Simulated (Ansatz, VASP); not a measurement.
# AlRu: VASP beside Ansatz

```
CELL_PARAMETERS angstrom
0.00000 2.36241 2.36241
2.36241 0.00000 2.36241
2.36241 2.36241 0.00000
ATOMIC_POSITIONS crystal
Ru 0.00000 0.00000 0.00000
Al 0.50000 0.50000 0.50000
```

Change from the starting cell: volume scaled by 0.88, LAPW.

Alike in both runs: task single point; functional PBEsol; k mesh 14 × 14 × 14; occupations fermi-dirac, width 0.05 eV; no spin polarisation.

```csv
,VASP,Ansatz
version,VASP 6.6.1,Ansatz 0.2.0
potentials or method,"VASP PAW PBE potentials, release 64 (Ru_pv, Al), cutoff 520 eV","all-electron LAPW, scalar-relativistic"
```

Ansatz gave:

```
pressure (GPa) : 26.0
```

Q: Which values does VASP return?

A: Pressure (GPa): 26.5.

VASP's potentials were made for PBE, not for PBEsol. Ansatz ran all-electron here, and VASP with PAW potentials.
